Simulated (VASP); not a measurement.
# LaB6 (Pm-3m) in VASP: further runs, part 2 of 2

VASP 6.6.1.

### Step 3. Relaxation of cell and atoms, PBE

This run uses another cell than the first one, of 10.68 Å³/atom.

Contents of INCAR:

```
SYSTEM = LaB6
ALGO = Normal ; EDIFF = 1E-6
EDIFFG = -0.01 ; ENCUT = 600
GGA = PE ; IBRION = 2
ISIF = 3 ; ISMEAR = 0
LASPH = .True. ; LCHARG = .False.
LREAL = .False. ; LWAVE = .False.
NELM = 100 ; NSW = 60
PREC = Accurate ; SIGMA = 0.0343
```

Contents of KPOINTS:

```
k-points
0
Gamma
  6 6 6
  0 0 0
```

Contents of POSCAR:

```
LaB6
1.0
    4.2120770000      0.0000000000      0.0000000000
    0.0000000000      4.2120770000      0.0000000000
    0.0000000000      0.0000000000      4.2120770000
La B
1 6
Direct
    0.0000000000      0.0000000000      0.0000000000
    0.1985300000      0.5000000000      0.5000000000
    0.5000000000      0.1985300000      0.5000000000
    0.8014700000      0.5000000000      0.5000000000
    0.5000000000      0.8014700000      0.5000000000
    0.5000000000      0.5000000000      0.1985300000
    0.5000000000      0.5000000000      0.8014700000
```

Potentials or basis: VASP PAW PBE potentials, release 64 (La, B).

The run is started by

```sh
$ cat potpaw_PBE.64/La/POTCAR potpaw_PBE.64/B/POTCAR > POTCAR
$ mpirun -np 1 vasp_std > vasp.out
```

OUTCAR:

```text
SYSTEM = LaB6
   EDIFF = 1E-6
   EDIFFG = -0.01
   ENCUT = 600
   GGA = PE
   IBRION = 2
   ISIF = 3
   ISMEAR = 0
   LASPH = .True.
   LREAL = .False.
   NELM = 100
   NSW = 60
   PREC = Accurate

 ion  position               nearest neighbor table
   1  0.000  0.000  0.000-
   2  0.199  0.500  0.500-   4 1.67   3 1.80   5 1.80   6 1.80   7 1.80
   3  0.500  0.199  0.500-   5 1.67   4 1.80   2 1.80   6 1.80   7 1.80
   4  0.801  0.500  0.500-   2 1.67   3 1.80   5 1.80   6 1.80   7 1.80
   5  0.500  0.801  0.500-   3 1.67   2 1.80   4 1.80   6 1.80   7 1.80
   6  0.500  0.500  0.199-   7 1.67   3 1.80   4 1.80   5 1.80   2 1.80
   7  0.500  0.500  0.801-   6 1.67   3 1.80   4 1.80   5 1.80   2 1.80

  LATTYP: Found a simple cubic cell.
 ALAT       =     4.2120770000

  Lattice vectors:

 A1 = (   4.2120770000,   0.0000000000,   0.0000000000)
 A2 = (   0.0000000000,   4.2120770000,   0.0000000000)
 A3 = (   0.0000000000,   0.0000000000,   4.2120770000)

Analysis of symmetry for initial positions (statically):
=====================================================================
 Subroutine PRICEL returns:
 Original cell was already a primitive cell.

 Routine SETGRP: Setting up the symmetry group for a
 simple cubic supercell.

 Subroutine GETGRP returns: Found 48 space group operations
[... 163 lines left out ...]

 number of electron      29.0000001 magnetization

 Free energy of the ion-electron system (eV)
  ---------------------------------------------------
  ext. energy  EPLUGINS =         0.00000000
  ---------------------------------------------------
  free energy    TOTEN  =       -48.97314624 eV

  energy without entropy =      -48.97223132  energy(sigma->0) =      -48.97268878

------------------------ aborting loop because EDIFF is reached ----------------------------------------

  FORCE on cell =-STRESS in cart. coord.  units (eV):
  Direction    XX          YY          ZZ          XY          YZ          ZX
  --------------------------------------------------------------------------------------
  -------------------------------------------------------------------------------------
  Total       -3.2828484     -3.2828484     -3.2828484      0.0000000      0.0000000     -0.0000000
  in kB      -70.3837672    -70.3837672    -70.3837672      0.0000000      0.0000000     -0.0000000
  external PRESSURE =     -70.3837672 kB  Pullay stress =       0.0000000 kB
[... 151 lines left out ...]
--------------------------------------- Ionic step        5  -------------------------------------------

 number of electron      29.0000000 magnetization

 Free energy of the ion-electron system (eV)
  ---------------------------------------------------
  ext. energy  EPLUGINS =         0.00000000
  ---------------------------------------------------
  free energy    TOTEN  =       -49.04842599 eV

  energy without entropy =      -49.04750487  energy(sigma->0) =      -49.04796543

 E-fermi :   8.5962     XC(G=0): -11.2598

 val. band max:        8.5803635888   @ k =   0.5000   0.3333   0.0000
 cond. band min:       8.6558531583   @ k =   0.1667   0.1667   0.0000
 fundamental gap:      0.0754895695
 Fermi energy:         8.5961965608

 k-point     1 :       0.0000    0.0000    0.0000
  band No.  band energies     occupation
      1     -24.4878      2.00000
      2      -8.2169      2.00000
      3      -8.2169      2.00000
      4      -8.2169      2.00000
      5      -6.9468      2.00000
      6       0.6733      2.00000
[... 443 lines left out ...]
  FREE ENERGIE OF THE ION-ELECTRON SYSTEM (eV)
  ---------------------------------------------------
  free  energy   TOTEN  =       -49.0484259898 eV

  energy  without entropy=      -49.0475048671  energy(sigma->0) =      -49.04796543

 reached required accuracy - stopping structural energy minimisation
```

OSZICAR:

```text
N       E                     dE             d eps       ncg     rms          rms(c)
DAV:   1     0.241990468099E+03    0.24199E+03   -0.12400E+04   728   0.227E+03
DAV:   2     0.110799854409E+01   -0.24088E+03   -0.22931E+03   928   0.331E+02
DAV:   3    -0.498390669171E+02   -0.50947E+02   -0.43440E+02  1084   0.180E+02
DAV:   4    -0.529865318586E+02   -0.31475E+01   -0.31303E+01  1306   0.462E+01
[... 51 lines left out ...]
DAV:   3    -0.490484310275E+02    0.95028E-03   -0.43754E-03  1130   0.522E-01    0.314E-02
DAV:   4    -0.490484310232E+02    0.43003E-08   -0.27121E-04  1242   0.143E-01    0.173E-02
DAV:   5    -0.490484273324E+02    0.36907E-05   -0.40409E-05  1204   0.491E-02    0.694E-03
DAV:   6    -0.490484263271E+02    0.10054E-05   -0.60203E-06  1090   0.268E-02    0.212E-03
DAV:   7    -0.490484259898E+02    0.33726E-06   -0.75011E-07   830   0.980E-03
   5 F= -.49048426E+02 E0= -.49047965E+02  d E =-.592881E-02
```

CONTCAR:

```text
LaB6
   1.00000000000000
     4.1543796753506754    0.0000000000000000   -0.0000000000000000
     0.0000000000000000    4.1543796753506754   -0.0000000000000000
     0.0000000000000000    0.0000000000000000    4.1543796753506754
  La              B
     1     6
Direct
     0.0000000000000000    0.0000000000000000    0.0000000000000000
     0.1996034155797237    0.5000000000000000    0.5000000000000000
     0.5000000000000000    0.1996034155797237    0.5000000000000000
     0.8003965844202763    0.5000000000000000    0.5000000000000000
     0.5000000000000000    0.8003965844202763    0.5000000000000000
     0.5000000000000000    0.5000000000000000    0.1996034155797237
     0.5000000000000000    0.5000000000000000    0.8003965844202763

  0.00000000E+00  0.00000000E+00  0.00000000E+00
  0.00000000E+00  0.00000000E+00  0.00000000E+00
  0.00000000E+00  0.00000000E+00  0.00000000E+00
  0.00000000E+00  0.00000000E+00  0.00000000E+00
  0.00000000E+00  0.00000000E+00  0.00000000E+00
  0.00000000E+00  0.00000000E+00  0.00000000E+00
  0.00000000E+00  0.00000000E+00  0.00000000E+00
```

It took 4.7 min on 1 thread of Intel Xeon 8259CL, shared host; peak memory 0.24 GiB.

What came out:

* Free energy: -49.0484 eV
* Relaxed volume: 10.24 Å³/atom
* Relaxed cell: a = 4.154 Å, b = 4.154 Å, c = 4.154 Å, α = 90.00°, β = 90.00°, γ = 90.00°
* Space group after relaxing (to 0.1 Å): Pm-3m (No. 221)
* Energy gained by relaxing: 10.8 meV/atom
* Ionic steps: 5
* Pressure after relaxing: -0.1 GPa
* Largest force after relaxing: 0.008 eV/Å
* Band gap on the k mesh: zero (an odd number of electrons rules out a gap without spin polarisation)

Forces on the atoms (eV/Å):
```
La   0.000  0.000  0.000
B    0.008  0.000  0.000
B    0.000  0.008  0.000
B   -0.008  0.000  0.000
B    0.000 -0.008  0.000
B    0.000  0.000  0.008
B    0.000  0.000 -0.008
```

The path:
| step | energy change (eV) | largest force (eV/Å) | pressure (GPa) | volume (Å³) |
| --- | --- | --- | --- | --- |
| 1 | 0.0000 | 0.4057 | -7.04 | 74.73 |
| 2 | 0.0057 | 1.0852 | 5.96 | 69.77 |
| 3 | -0.0694 | 0.2736 | -1.08 | 72.22 |
| 4 | -0.0686 | 0.3193 | 1.06 | 71.16 |
| 5 | -0.0753 | 0.0079 | -0.08 | 71.70 |

Final structure:
```cif
data_structure
_symmetry_space_group_name_H-M 'P 1'
_symmetry_Int_Tables_number 1
_cell_length_a 4.1544
_cell_length_b 4.1544
_cell_length_c 4.1544
_cell_angle_alpha 90.000
_cell_angle_beta 90.000
_cell_angle_gamma 90.000
_cell_volume 71.70
loop_
_atom_site_label
_atom_site_type_symbol
_atom_site_fract_x
_atom_site_fract_y
_atom_site_fract_z
_atom_site_occupancy
La1 La 0.00000 0.00000 0.00000 1
B1 B 0.19960 0.50000 0.50000 1
B2 B 0.50000 0.19960 0.50000 1
B3 B 0.80040 0.50000 0.50000 1
B4 B 0.50000 0.80040 0.50000 1
B5 B 0.50000 0.50000 0.19960 1
B6 B 0.50000 0.50000 0.80040 1
```

Caveat: spin-orbit coupling is left out, which moves the levels of the heavy elements.
